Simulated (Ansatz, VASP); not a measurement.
# Ba: VASP beside Ansatz

```
Ba
1.0
    -2.37894    2.37894    2.37894
     2.37894   -2.37894    2.37894
     2.37894    2.37894   -2.37894
Ba
1
Cartesian
  0.0000 0.0000 0.0000
```

Alike in both runs: task single point; functional LDA; k mesh 10 × 10 × 10; occupations fermi-dirac, width 0.1 eV; no spin polarisation.

```csv
,VASP,Ansatz
version,VASP 6.6.1,Ansatz 0.2.0
potentials or method,"VASP PAW LDA potentials, release 64 (Ba_sv), cutoff 520 eV","plane waves (420 eV) with PAW, scalar-relativistic"
valence electrons in the cell,10,10
```

|  | VASP | Ansatz | Ansatz less VASP |
| --- | --- | --- | --- |
| pressure (GPa) | 0.1 | 0.0 | -0.09 |

Ansatz warns that its potentials were made for another functional, while VASP's fit it. LDA's correlation is that of Perdew and Zunger in VASP and of Perdew and Wang (1992) in Ansatz.

Neither program's run includes spin-orbit coupling.
